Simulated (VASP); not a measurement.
**InPd: single point with PBE**

InPd:

```xyz
2
Lattice="3.2719 0.0000 0.0000 0.0000 3.2719 0.0000 0.0000 0.0000 3.2719" Properties=species:S:1:pos:R:3 pbc="T T T"
In    0.0000    0.0000    0.0000
Pd    1.6359    1.6359    1.6359
```

```
Program                : VASP 6.6.1
Task                   : single point
Functional             : PBE
Potentials or basis    : VASP PAW PBE potentials, release 64 (In_d, Pd)
Cutoff                 : 520 eV
k mesh                 : 8 × 8 × 8
Occupations            : gaussian, width 0.016 eV
Spin                   : no spin polarisation
Dipole correction      : no
Further INCAR settings : ALGO = Normal; EDIFF = 1e-07; NBANDS = 18
```

The pressure is 3.8 GPa.

Levels at points of the mesh, in eV from the Fermi level:
| k point | band 9 | band 10 | band 11 | band 12 | band 13 | band 14 |
| --- | --- | --- | --- | --- | --- | --- |
| (0.00, 0.00, 0.00) | -2.15 | -2.15 | -2.15 | 4.33 | 4.33 | 4.33 |
| (0.50, 0.00, 0.00) | -3.14 | -3.14 | -2.23 | -0.99 | 9.67 | 9.67 |
| (0.50, 0.50, 0.00) | -2.56 | -2.21 | -2.21 | -1.58 | 1.57 | 2.59 |
| (0.50, 0.50, 0.50) | -1.54 | -1.54 | 0.03 | 3.90 | 3.90 | 3.90 |

Wall time 9.4 s on 1 thread of Intel Xeon 6975P-C (shared host), peak memory 0.15 GiB.

Caveat: spin-orbit coupling is left out, which moves the levels of the heavy elements.
